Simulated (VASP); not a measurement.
Set up this calculation in VASP 6.6.1, as the native input.

* Task: relaxation of the atoms
* Functional: PBE
* Potentials or basis: VASP PAW PBE potentials, release 64 (Au)
* Cutoff: 520 eV
* k mesh: 18 × 18 × 10
* Occupations: fermi-dirac, width 0.05 eV
* Spin: no spin polarisation
* Dipole correction: no
* Further INCAR settings: ALGO = Normal; EDIFF = 1e-07; IBRION = 2; EDIFFG = -0.02; NSW = 80

The structure of Au lies in POSCAR:

```
Au
1.0
    2.9000000000      0.0000000000      0.0000000000
   -1.4500000000      2.5114736710      0.0000000000
    0.0000000000      0.0000000000      4.9776000000
Au
2
Direct
    0.3333333333      0.6666666667      0.7500000000
    0.6666666667      0.3333333333      0.2500000000
```

This isn't the form of Au at room conditions, which is fcc.

This cell differs from its parent crystal: z stretched by +2 %.

One way to write it, as run:

INCAR

```
SYSTEM = Au
  PREC = Accurate
  ENCUT = 520
  EDIFF = 1E-7
  ISMEAR = -1
  SIGMA = 0.05
  LREAL = .FALSE.
  LASPH = .TRUE.
  NELM = 80
  ALGO = Normal
  ISIF = 2
  LWAVE = .FALSE.
  LCHARG = .FALSE.
  GGA = PE
  IBRION = 2
  NSW = 80
  EDIFFG = -0.02
```

KPOINTS

```
Automatic mesh
0
G
  18 18 10
  0 0 0
```

Potentials or basis: VASP PAW PBE potentials, release 64 (Au).

Launch:

```bash
$ cat potpaw_PBE.64/Au/POTCAR > POTCAR
$ mpirun -np 1 vasp_std > vasp.out
```

It gave:

```
Pressure after relaxing : -0.8 GPa
Band gap on the k mesh  : zero (bands 11 and 12 overlap by 6.58 eV)
```

Caveat: the cell differs from its parent crystal (z stretched by +2 %); spin-orbit coupling is left out, which moves the levels of the heavy elements.

Run time: 96 s on 1 thread of Oxide Virtual Turin-like Processor, with other jobs on the host, peak memory 0.21 GiB.
